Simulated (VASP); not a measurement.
# CdSe in VASP: a series of runs

The runs below take CdSe through single point, with PBE.

All numbers are computed with VASP 6.6.1; they aren't measurements. Logs are shortened: lines on timing, memory, paths and dates and some standing lists are left out, and cuts for length are marked.

### Step 1. The cell of the first run

It takes space group Pm-3n (No. 223, cubic). Conventional cell: a = 7.617 Å, b = 7.617 Å, c = 7.617 Å, α = 90.00°, β = 90.00°, γ = 90.00°. Cd (site symmetry -4m2) has 4 Se at 2.69 Å within 3.6 Å. Se (site symmetry -4m2) has 4 Cd at 2.69 Å within 3.6 Å.

### Step 2. Single point, PBE

The input, INCAR:

```
SYSTEM = CdSe
  ALGO = Normal
  EDIFF = 1E-6
  ENCUT = 520
  GGA = PE
  ISIF = 2
  ISMEAR = 0
  LASPH = .True.
  LCHARG = .True.
  LELF = .True.
  LREAL = .False.
  LVHAR = .True.
  LWAVE = .False.
  NBANDS = 66
  NELM = 80
  PREC = Accurate
  SIGMA = 0.1
```

The input, KPOINTS:

```
k-points
0
Gamma
  2 2 2
  0 0 0
```

The input, POSCAR:

```
CdSe
1.0
    7.6165853000      0.0000000000      0.0000000000
    0.0000000000      7.6165853000      0.0000000000
    0.0000000000      0.0000000000      7.6165853000
Cd Se
6 6
Direct
    0.5000000000      0.0000000000      0.7500000000
    0.7500000000      0.5000000000      0.0000000000
    0.0000000000      0.7500000000      0.5000000000
    0.5000000000      0.0000000000      0.2500000000
    0.2500000000      0.5000000000      0.0000000000
    0.0000000000      0.2500000000      0.5000000000
    0.0000000000      0.5000000000      0.7500000000
    0.7500000000      0.0000000000      0.5000000000
    0.5000000000      0.7500000000      0.0000000000
    0.0000000000      0.5000000000      0.2500000000
    0.2500000000      0.0000000000      0.5000000000
    0.5000000000      0.2500000000      0.0000000000
```

Potentials or basis: VASP PAW PBE potentials, release 64 (Cd, Se).

Command:

```
$ cat potpaw_PBE.64/Cd/POTCAR potpaw_PBE.64/Se/POTCAR > POTCAR
$ mpirun -np 1 vasp_std > vasp.out
```

OUTCAR:

```text
SYSTEM = CdSe
   EDIFF = 1E-6
   ENCUT = 520
   GGA = PE
   ISIF = 2
   ISMEAR = 0
   LASPH = .True.
   LREAL = .False.
   NELM = 80
   PREC = Accurate

 ion  position               nearest neighbor table
   1  0.500  0.000  0.750-   8 2.69   9 2.69  11 2.69  12 2.69
   2  0.750  0.500  0.000-   7 2.69   9 2.69  10 2.69  12 2.69
   3  0.000  0.750  0.500-   7 2.69   8 2.69  10 2.69  11 2.69
   4  0.500  0.000  0.250-   8 2.69   9 2.69  11 2.69  12 2.69
   5  0.250  0.500  0.000-   7 2.69   9 2.69  10 2.69  12 2.69
   6  0.000  0.250  0.500-   7 2.69   8 2.69  10 2.69  11 2.69
   7  0.000  0.500  0.750-   2 2.69   3 2.69   5 2.69   6 2.69
   8  0.750  0.000  0.500-   1 2.69   3 2.69   4 2.69   6 2.69
   9  0.500  0.750  0.000-   1 2.69   2 2.69   4 2.69   5 2.69
  10  0.000  0.500  0.250-   2 2.69   3 2.69   5 2.69   6 2.69
  11  0.250  0.000  0.500-   1 2.69   3 2.69   4 2.69   6 2.69
  12  0.500  0.250  0.000-   1 2.69   2 2.69   4 2.69   5 2.69

  LATTYP: Found a simple cubic cell.
 ALAT       =     7.6165853000

  Lattice vectors:

 A1 = (   7.6165853000,   0.0000000000,   0.0000000000)
 A2 = (   0.0000000000,   7.6165853000,   0.0000000000)
 A3 = (   0.0000000000,   0.0000000000,   7.6165853000)

Analysis of symmetry for initial positions (statically):
=====================================================================
 Subroutine PRICEL returns:
 Original cell was already a primitive cell.

 Routine SETGRP: Setting up the symmetry group for a
 simple cubic supercell.

 Subroutine GETGRP returns: Found 48 space group operations
 (whereof 24 operations were pure point group operations)
 out of a pool of 48 trial point group operations.

The static configuration has the point symmetry T_h .
 The point group associated with its full space group is O_h .

Analysis of symmetry for dynamics (positions and initial velocities):
=====================================================================
 Subroutine PRICEL returns:
 Original cell was already a primitive cell.

 Routine SETGRP: Setting up the symmetry group for a
 simple cubic supercell.

 Subroutine GETGRP returns: Found 48 space group operations
 (whereof 24 operations were pure point group operations)
 out of a pool of 48 trial point group operations.

The dynamic configuration has the point symmetry T_h .
[... 108 lines left out ...]
   TEBEG  =    0.0;   TEEND  =   0.0 temperature during run
   PSTRESS=    0.0 pullay stress
   NELECT =     108.0000    total number of electrons
   NUPDOWN=      -1.0000    fix difference up-down
   EMIN   =  10.00;   EMAX   =-10.00  energy-range for DOS
   EFERMI =   0.00;   METHOD = LEGACY
   ISMEAR =     0;   SIGMA  =   0.10  broadening in eV -4-tet -1-fermi 0-gaus
   EFERMI_NEDOS =   21; number of points for ismear=-14 and -15
   IALGO  =     38    algorithm
   IMIX   =      4    mixing-type and parameters
     AMIX     =   0.40;   BMIX     =  1.00
     AMIX_MAG =   1.60;   BMIX_MAG =  1.00
  volume/ion in A,a.u.               =      36.82       248.48
  Fermi-wavevector in a.u.,A,eV,Ry     =   1.023582  1.934289 14.255084  1.047719
  Thomas-Fermi vector in A             =   2.157323
   LORBIT       =      0    0 simple, 1 ext, 2 COOP (PROOUT), +10 PAW based schemes
   GGA     = PE    functional components
   LHFCALC =     F    Hartree Fock is set to
   AEXX    =    0.0000 exact exchange contribution
   IVDW    =     0    specifies the selected vdW correction
   LEPSILON=     F    determine dielectric tensor
   LRPA    =     F    only Hartree local field effects (RPA)
 non-spin polarized calculation
 Gauss-broadening in eV      SIGMA  =   0.10
  energy-cutoff  :      520.00
  volume of cell :      441.86
 maximum number of plane-waves:     11948
 NGX is ok and might be reduce to    60
   NGX = 29   NGY = 29   NGZ = 29

 number of electron     107.9999932 magnetization

 Free energy of the ion-electron system (eV)
  ---------------------------------------------------
  ext. energy  EPLUGINS =         0.00000000
  ---------------------------------------------------
  free energy    TOTEN  =       -31.85896961 eV

  energy without entropy =      -31.85896831  energy(sigma->0) =      -31.85896896

 E-fermi :  -0.1828     XC(G=0):  -7.3845

 val. band max:       -0.5047511976   @ k =   0.0000   0.0000   0.0000
 cond. band min:       0.1224337296   @ k =   0.0000   0.0000   0.0000
 fundamental gap:      0.6271849272
 Fermi energy:        -0.1827906242

 k-point     1 :       0.0000    0.0000    0.0000
  band No.  band energies     occupation
      1     -12.8242      2.00000
      2     -12.5490      2.00000
      3     -12.5490      2.00000
      4     -12.3194      2.00000
      5     -12.3194      2.00000
      6     -12.3194      2.00000
[... 265 lines left out ...]
     65       4.2316      0.00000
     66       4.2316      0.00000

------------------------ aborting loop because EDIFF is reached ----------------------------------------

  FORCE on cell =-STRESS in cart. coord.  units (eV):
  Direction    XX          YY          ZZ          XY          YZ          ZX
  --------------------------------------------------------------------------------------
  -------------------------------------------------------------------------------------
  Total        0.6942491      0.6942491      0.6942491     -0.0000000      0.0000000      0.0000000
  in kB        2.5173581      2.5173581      2.5173581     -0.0000000      0.0000000      0.0000000
  external PRESSURE =       2.5173581 kB  Pullay stress =       0.0000000 kB

 VOLUME and BASIS-vectors are now :
 -----------------------------------------------------------------------------
  energy-cutoff  :      520.00
  volume of cell :      441.86
      direct lattice vectors                 reciprocal lattice vectors
     7.616585300  0.000000000  0.000000000     0.131292431  0.000000000  0.000000000
     0.000000000  7.616585300  0.000000000     0.000000000  0.131292431  0.000000000
     0.000000000  0.000000000  7.616585300     0.000000000  0.000000000  0.131292431

 POSITION                                       TOTAL-FORCE (eV/Angst)
 -----------------------------------------------------------------------------------
      3.80829      0.00000      5.71244         0.000000      0.000000     -0.000000
      5.71244      3.80829      0.00000         0.000000     -0.000000     -0.000000
      0.00000      5.71244      3.80829        -0.000000      0.000000     -0.000000
      3.80829      0.00000      1.90415        -0.000000     -0.000000      0.000000
      1.90415      3.80829      0.00000        -0.000000      0.000000     -0.000000
      0.00000      1.90415      3.80829        -0.000000      0.000000      0.000000
      0.00000      3.80829      5.71244         0.000000     -0.000000     -0.000000
      5.71244      0.00000      3.80829         0.000000     -0.000000      0.000000
      3.80829      5.71244      0.00000        -0.000000     -0.000000      0.000000
      0.00000      3.80829      1.90415         0.000000      0.000000      0.000000
      1.90415      0.00000      3.80829        -0.000000     -0.000000      0.000000
      3.80829      1.90415      0.00000        -0.000000      0.000000     -0.000000
 -----------------------------------------------------------------------------------
    total drift:                                0.000000     -0.000000      0.000000

  FREE ENERGIE OF THE ION-ELECTRON SYSTEM (eV)
  ---------------------------------------------------
  free  energy   TOTEN  =       -31.8589696110 eV

  energy  without entropy=      -31.8589683104  energy(sigma->0) =      -31.85896896
```

It took 3.2 min on 1 thread of Intel Xeon Platinum 8375C at 2.90GHz (Ice Lake), shared host; peak memory 0.51 GiB.

What came out:

| Quantity | Value |
| --- | --- |
| Free energy | -31.8590 eV |
| Pressure | 0.3 GPa |
| Band gap on the k mesh | 0.63 eV, direct |

Levels at points of the mesh, in eV from the valence-band top:
```csv
k point,band 51,band 52,band 53,band 54,band 55,band 56,band 57,band 58
"(0.00, 0.00, 0.00)",-1.10,0.00,0.00,0.00,0.63,2.77,2.77,2.77
"(0.50, 0.00, 0.00)",-0.64,-0.64,-0.14,-0.14,2.25,2.25,2.96,2.96
"(0.50, 0.50, 0.00)",-0.75,-0.75,-0.72,-0.18,2.61,2.97,3.14,3.14
"(0.50, 0.50, 0.50)",-0.96,-0.96,-0.96,-0.96,3.72,3.72,3.72,3.72
```

### Step 3. Single point, PBE

The input, INCAR:

```
PREC = Accurate
ENCUT = 520
EDIFF = 1E-6
ISMEAR = 0
SIGMA = 0.1
LREAL = False
LASPH = True
NELM = 80
ALGO = Normal
ISIF = 2
LWAVE = False
LCHARG = True
GGA = PE
LELF = True
LVHAR = True
NBANDS = 66
```

The input, KPOINTS:

```
regular mesh
0
Gamma
  2 2 2
```

The input, POSCAR:

```
CdSe
1.0
    7.6087949352      0.0027175352     -0.0060211324
    0.0026111552      7.6241905333      0.0202802101
   -0.0058784374      0.0196575058      7.6221957366
Cd Se
6 6
Direct
    0.5001030072      0.0003939969      0.7499026429
    0.7499737212      0.5009761454      0.0006799911
    0.0006736188      0.7500974443      0.5024089614
    0.5000101336     -0.0006252709      0.2495600755
    0.2499084077      0.4986009380     -0.0001210784
   -0.0004476648      0.2502141293      0.4981198542
   -0.0005040724      0.4973177610      0.7498282502
    0.7498614728     -0.0000624316      0.5000849674
    0.4986816032      0.7500128576      0.0004971684
    0.0005289361      0.5029062946      0.2503625727
    0.2499981157      0.0002434186      0.4995095660
    0.5012127209      0.2499247169     -0.0008329715
```

Potentials or basis: VASP PAW PBE potentials, release 64 (Cd, Se).

Command:

```
$ cat potpaw_PBE.64/Cd/POTCAR potpaw_PBE.64/Se/POTCAR > POTCAR
$ mpirun -np 1 vasp_std > vasp.out
```

OUTCAR:

```text
PREC = Accurate
   ENCUT = 520
   EDIFF = 1E-6
   ISMEAR = 0
   LREAL = False
   LASPH = True
   NELM = 80
   ISIF = 2
   GGA = PE

 ion  position               nearest neighbor table
   1  0.500  0.000  0.750-   8 2.69  11 2.69   9 2.69  12 2.70
   2  0.750  0.501  0.001-  10 2.69  12 2.69   9 2.69   7 2.70
   3  0.001  0.750  0.502-   7 2.69  11 2.69   8 2.70  10 2.70
   4  0.500  0.999  0.250-   8 2.69  12 2.69   9 2.69  11 2.69
   5  0.250  0.499  1.000-  12 2.69   7 2.69  10 2.69   9 2.69
   6  1.000  0.250  0.498-  10 2.69   8 2.69  11 2.69   7 2.70
   7  0.999  0.497  0.750-   3 2.69   5 2.69   6 2.70   2 2.70
   8  0.750  1.000  0.500-   1 2.69   4 2.69   6 2.69   3 2.70
   9  0.499  0.750  0.000-   1 2.69   2 2.69   4 2.69   5 2.69
  10  0.001  0.503  0.250-   6 2.69   2 2.69   5 2.69   3 2.70
  11  0.250  0.000  0.500-   3 2.69   1 2.69   6 2.69   4 2.69
  12  0.501  0.250  0.999-   5 2.69   2 2.69   4 2.69   1 2.70

  LATTYP: Found a triclinic cell.
 ALAT       =    10.7783686212
 B/A-ratio  =     0.7059322306
[... 202 lines left out ...]
      5     -12.3212      2.00000
      6     -12.3190      2.00000
[... 541 lines left out ...]
     65       4.2347      0.00000
     66       4.2353      0.00000

------------------------ aborting loop because EDIFF is reached ----------------------------------------

  FORCE on cell =-STRESS in cart. coord.  units (eV):
  Direction    XX          YY          ZZ          XY          YZ          ZX
  --------------------------------------------------------------------------------------
  -------------------------------------------------------------------------------------
  Total        0.7255492      0.5585636      0.5751051      0.0414301     -0.0310436      0.0281062
  in kB        2.6290027      2.0239360      2.0838735      0.1501205     -0.1124854      0.1018418
  external PRESSURE =       2.2456041 kB  Pullay stress =       0.0000000 kB

 VOLUME and BASIS-vectors are now :
 -----------------------------------------------------------------------------
  energy-cutoff  :      520.00
  volume of cell :      442.17
      direct lattice vectors                 reciprocal lattice vectors
     7.608794935  0.002717535 -0.006021132     0.131426953 -0.000045281  0.000101477
     0.002611155  7.624190533  0.020280210    -0.000047113  0.131162381 -0.000338302
    -0.005878437  0.019657506  7.622195737     0.000103946 -0.000349017  0.131196771

 POSITION                                       TOTAL-FORCE (eV/Angst)
 -----------------------------------------------------------------------------------
      3.80077      0.01910      5.71290        -0.001546      0.002811      0.002356
      5.70770      3.82159      0.01083         0.005028      0.006746     -0.006346
      0.00413      5.72876      3.84467        -0.005087      0.001797     -0.005047
      3.80562      7.62569      1.91945        -0.001974     -0.001650      0.002189
      1.89693      3.82176      7.62988        -0.002084      0.001961     -0.000698
      7.60311      1.92019      3.79582        -0.002068     -0.004921     -0.001796
      7.60185      3.80910      5.71941        -0.005392      0.004243      0.012320
      5.70521      7.63558      3.82751         0.010633     -0.004260      0.001271
      3.79632      5.71961      0.01600         0.008368      0.001665     -0.000993
      0.00387      3.83918      1.91851         0.001418     -0.005462     -0.003949
      1.89925      0.01235      3.80586         0.000320      0.005925      0.000557
      3.80840      1.92648      7.61790        -0.007619     -0.008855      0.000136
 -----------------------------------------------------------------------------------
    total drift:                                0.000109     -0.000071     -0.000087

  FREE ENERGIE OF THE ION-ELECTRON SYSTEM (eV)
  ---------------------------------------------------
  free  energy   TOTEN  =       -31.8590248674 eV

  energy  without entropy=      -31.8590233585  energy(sigma->0) =      -31.85902411
```

OSZICAR:

```text
N       E                     dE             d eps       ncg     rms          rms(c)
DAV:   1     0.752955318749E+03    0.75296E+03   -0.48621E+04  1056   0.142E+03
DAV:   2     0.222586392575E+02   -0.73070E+03   -0.70932E+03  1194   0.340E+02
DAV:   3    -0.332935483848E+02   -0.55552E+02   -0.55067E+02  1186   0.885E+01
DAV:   4    -0.344751968809E+02   -0.11816E+01   -0.11784E+01  1224   0.117E+01
DAV:   5    -0.344958951221E+02   -0.20698E-01   -0.20690E-01  1232   0.140E+00    0.135E+01
DAV:   6    -0.319767409045E+02    0.25192E+01   -0.55587E+00  1172   0.129E+01    0.108E+01
DAV:   7    -0.318625010906E+02    0.11424E+00   -0.19891E+00  1146   0.436E+00    0.459E+00
DAV:   8    -0.318601688297E+02    0.23323E-02   -0.21022E-01  1120   0.290E+00    0.673E-01
DAV:   9    -0.318586274298E+02    0.15414E-02   -0.41762E-02  1114   0.148E+00    0.276E-01
DAV:  10    -0.318588612204E+02   -0.23379E-03   -0.38991E-03  1114   0.481E-01    0.161E-01
DAV:  11    -0.318592887444E+02   -0.42752E-03   -0.21015E-03  1072   0.186E-01    0.716E-02
DAV:  12    -0.318590504553E+02    0.23829E-03   -0.75709E-04  1204   0.159E-01    0.274E-02
DAV:  13    -0.318590326685E+02    0.17787E-04   -0.17445E-04  1084   0.383E-02    0.153E-02
DAV:  14    -0.318590244504E+02    0.82181E-05   -0.60799E-06   902   0.899E-03    0.118E-02
DAV:  15    -0.318590248674E+02   -0.41695E-06   -0.52333E-07   726   0.409E-03
   1 F= -.31859025E+02 E0= -.31859024E+02  d E =-.150887E-05
```

stdout:

```text
POSCAR found type information on POSCAR CdSe
 POSCAR found :  2 types and      12 ions
 scaLAPACK will be used
 LDA part: xc-table for (Slater+PW92), standard interpolation
 POSCAR, INCAR and KPOINTS ok, starting setup
 FFT: planning ... GRIDC
 FFT: planning ... GRID_SOFT
 FFT: planning ... GRID
 WAVECAR not read
 entering main loop
```

Run time: 5.7 min. Hardware: 1 thread of Intel Xeon Platinum 8375C at 2.90GHz (Ice Lake), shared host; peak memory 0.57 GiB.

Results:

```yaml
Free_energy: -31.8590 eV
Pressure: 0.2 GPa
Largest_force: 0.014 eV/Å
Band_gap_on_the_k_mesh: 0.61 eV, direct
```

Forces on the atoms (eV/Å):
```
Cd  -0.002  0.003  0.002
Cd   0.005  0.007 -0.006
Cd  -0.005  0.002 -0.005
Cd  -0.002 -0.002  0.002
Cd  -0.002  0.002 -0.001
Cd  -0.002 -0.005 -0.002
Se  -0.005  0.004  0.012
Se   0.011 -0.004  0.001
Se   0.008  0.002 -0.001
Se   0.001 -0.005 -0.004
Se   0.000  0.006  0.001
Se  -0.008 -0.009  0.000
```

PBE gaps usually lie below the measured ones, often by a third to a half.

### Step 4. Single point, PBE

The input, INCAR:

```
PREC = Accurate
ENCUT = 520
EDIFF = 1E-6
ISMEAR = 0
SIGMA = 0.02
LREAL = F
LASPH = T
NELM = 100
ALGO = Normal
ISIF = 2
LWAVE = F
LCHARG = F
GGA = PE
NBANDS = 66
```

The input, KPOINTS:

```
Automatic mesh
0
Gamma
  4 4 4
```

The input, POSCAR:

```
CdSe
1.0
    7.6165853000      0.0000000000      0.0000000000
    0.0000000000      7.6165853000      0.0000000000
    0.0000000000      0.0000000000      7.6165853000
Cd Se
6 6
Direct
    0.5000000000      0.0000000000      0.7500000000
    0.7500000000      0.5000000000      0.0000000000
    0.0000000000      0.7500000000      0.5000000000
    0.5000000000      0.0000000000      0.2500000000
    0.2500000000      0.5000000000      0.0000000000
    0.0000000000      0.2500000000      0.5000000000
    0.0000000000      0.5000000000      0.7500000000
    0.7500000000      0.0000000000      0.5000000000
    0.5000000000      0.7500000000      0.0000000000
    0.0000000000      0.5000000000      0.2500000000
    0.2500000000      0.0000000000      0.5000000000
    0.5000000000      0.2500000000      0.0000000000
```

Command:

```
$ cat potpaw_PBE.64/Cd/POTCAR potpaw_PBE.64/Se/POTCAR > POTCAR
$ mpirun -np 1 vasp_std > vasp.out
```

Run time: 6.7 min. Hardware: 1 thread of Intel Xeon Platinum 8375C at 2.90GHz (Ice Lake), shared host; peak memory 0.61 GiB.

It converged, with:

```yaml
Free_energy: -32.1311 eV
Pressure: 0.2 GPa
Band_gap_on_the_k_mesh: 0.64 eV, direct
```

Levels at points of the mesh, in eV from the valence-band top:
```
           k point  band 52  band 53  band 54  band 55  band 56  band 57
(0.00, 0.00, 0.00)     0.00     0.00     0.00     0.64     2.79     2.79
(0.50, 0.00, 0.00)    -0.64    -0.14    -0.14     2.26     2.26     2.98
(0.50, 0.50, 0.00)    -0.74    -0.71    -0.18     2.62     2.98     3.15
(0.50, 0.50, 0.50)    -0.95    -0.95    -0.95     3.73     3.73     3.73
```

As with any semilocal functional, this PBE gap is likely too small.

### Step 5. The runs side by side

```csv
cell,k mesh,smearing,gap on the mesh (eV),pressure (GPa)
"a = 7.617 Å, 12 atoms",2 × 2 × 2,gaussian 0.1 eV,0.63,0.3
"a = 7.609, b = 7.624, c = 7.622 Å, angles 89.7, 90.1, 90.0°, 12 atoms",2 × 2 × 2,gaussian 0.1 eV,0.61,0.2
"a = 7.617 Å, 12 atoms",4 × 4 × 4,gaussian 0.02 eV,0.64,0.2
```

Alike in all rows: task single point; level PBE; potentials or basis VASP PAW PBE potentials, release 64 (Cd, Se); no spin polarisation; cutoff (eV) 520.

Total energies depend on the potentials used, so only differences within one code and one set of settings carry meaning.
